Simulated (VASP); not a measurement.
Here is a VASP 6.6.1 calculation.

Contents of INCAR:

```
SYSTEM = HfC
ALGO     = Normal         ! electronic algorithm
EDIFF    = 1E-6           ! SCF threshold, eV
EDIFFG   = -0.005         ! ionic threshold
ENCUT    = 600            ! plane-wave cutoff, eV
GGA      = PE             ! functional
IBRION   = 2              ! ionic algorithm
ISIF     = 3              ! what is computed and relaxed
ISMEAR   = -1             ! smearing method
LASPH    = .True.         ! aspherical terms in the spheres
LCHARG   = .False.        ! write CHGCAR
LREAL    = .False.        ! projectors in reciprocal space
LWAVE    = .False.        ! write WAVECAR
NELM     = 100            ! most SCF steps
NSW      = 100            ! ionic steps
PREC     = Accurate       ! precision mode
SIGMA    = 0.08           ! smearing width, eV
```

Contents of KPOINTS:

```
k-points
0
Gamma
  13 13 7
  0 0 0
```

POSCAR

```
HfC
1.0
    3.5288129551      0.0000000000      0.0000000000
   -1.7644064775      3.0560416643      0.0000000000
    0.0000000000      0.0000000000      5.7519651168
Hf C
2 2
Direct
    0.3333333333      0.6666666667      0.0000000000
    0.6666666667      0.3333333333      0.5000000000
    0.3333333333      0.6666666667      0.3760000000
    0.6666666667      0.3333333333      0.8760000000
```

Potentials or basis: VASP PAW PBE potentials, release 64 (Hf_pv, C).

Command:

```sh
$ cat potpaw_PBE.64/Hf_pv/POTCAR potpaw_PBE.64/C/POTCAR > POTCAR
$ mpirun -np 1 vasp_std > vasp.out
```

**Question.** Estimate the relaxed cell.

**Answer.** a = 3.848 Å, b = 3.848 Å, c = 4.634 Å, α = 90.00°, β = 90.00°, γ = 120.00°.

**Question.** Predict the relaxed volume.

**Answer.** 14.86 Å³/atom.

Final structure:
```
Hf C
1.0
     3.84845    0.00000    0.00000
    -1.92422    3.33286    0.00000
     0.00000    0.00000    4.63427
Hf C
2 2
Direct
  0.33333 0.66667 0.93999
  0.66667 0.33333 0.43999
  0.33333 0.66667 0.43601
  0.66667 0.33333 0.93601
```
